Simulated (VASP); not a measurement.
Set up this calculation in VASP 6.6.1, as the native input.

```
Task                   : single point
Functional             : PBEsol
Potentials or basis    : VASP PAW PBE potentials, release 64 (Hf_pv, Be)
Cutoff                 : 520 eV
k mesh                 : 10 × 10 × 10
Occupations            : gaussian, width 0.1 eV
Spin                   : no spin polarisation
Dipole correction      : no
Further INCAR settings : ALGO = Fast; EDIFF = 1e-07; NBANDS = 24
```

The structure of Hf3Be lies in POSCAR:

```
Hf3Be
1.0
   -2.0920000000      2.0920000000      4.3530460000
    2.0920000000     -2.0920000000      4.3530460000
    2.0920000000      2.0920000000     -4.3530460000
Hf Be
3 1
Direct
    0.5000000000      0.5000000000      0.0000000000
    0.2500000000      0.7500000000      0.5000000000
    0.7500000000      0.2500000000      0.5000000000
    0.0000000000      0.0000000000      0.0000000000
```

The input as run:

INCAR

```
SYSTEM = Hf3Be
PREC     = Accurate       ! precision mode
ENCUT    = 520            ! plane-wave cutoff, eV
EDIFF    = 1E-7           ! SCF threshold, eV
ISMEAR   = 0              ! smearing method
SIGMA    = 0.1            ! smearing width, eV
LREAL    = .False.        ! projectors in reciprocal space
LASPH    = .True.         ! aspherical terms in the spheres
NELM     = 100            ! most SCF steps
ALGO     = Fast           ! electronic algorithm
ISIF     = 2              ! what is computed and relaxed
LWAVE    = .False.        ! write WAVECAR
LCHARG   = .False.        ! write CHGCAR
GGA      = PS             ! functional
NBANDS   = 24             ! bands
```

KPOINTS

```
regular mesh
0
Gamma
  10 10 10
  0 0 0
```

Potentials or basis: VASP PAW PBE potentials, release 64 (Hf_pv, Be).

Launch:

```console
$ cat potpaw_PBE.64/Hf_pv/POTCAR potpaw_PBE.64/Be/POTCAR > POTCAR
$ mpirun -np 1 vasp_std > vasp.out
```

Results of the run:

```
Pressure               : -4.4 GPa
Band gap on the k mesh : zero (band 16 reaches 4.71 eV, above the bottom of band 17 at 4.17 eV)
```

Caveat: the PAW data sets were made with another functional, which shifts forces and pressure a little; spin-orbit coupling is left out, which moves the levels of the heavy elements.

It took 2.1 min on 1 thread of Intel(R) Xeon(R) 6975P-C (Granite Rapids), with other jobs on the host, peak memory 0.34 GiB.
